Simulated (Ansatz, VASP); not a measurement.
# One calculation of TiC, two programs

```
Ti C
1.0
     0.00000    2.13475    2.13475
     2.13475    0.00000    2.13475
     2.13475    2.13475    0.00000
Ti C
1 1
Cartesian
  0.0000 0.0000 0.0000
  2.1348 2.1348 2.1348
```

Change from the starting cell: volume scaled by 0.96, crystal datasets.

Alike in both runs: task electric field gradients; functional PBEsol; k mesh 14 × 14 × 14; occupations fermi-dirac, width 0.03 eV; no spin polarisation.

```csv
,VASP,Ansatz
version,VASP 6.6.1,Ansatz 0.2.0
potentials or method,"VASP PAW PBE potentials, release 64 (Ti_sv, C), cutoff 520 eV","all-electron PAW with datasets made for the crystal, scalar-relativistic"
```

|  | VASP | Ansatz | Ansatz less VASP |
| --- | --- | --- | --- |
| pressure (GPa) | 4.8 | 4.6 | -0.27 |

VASP's potentials were made for PBE, not for PBEsol. Ansatz ran all-electron here, and VASP with PAW potentials.
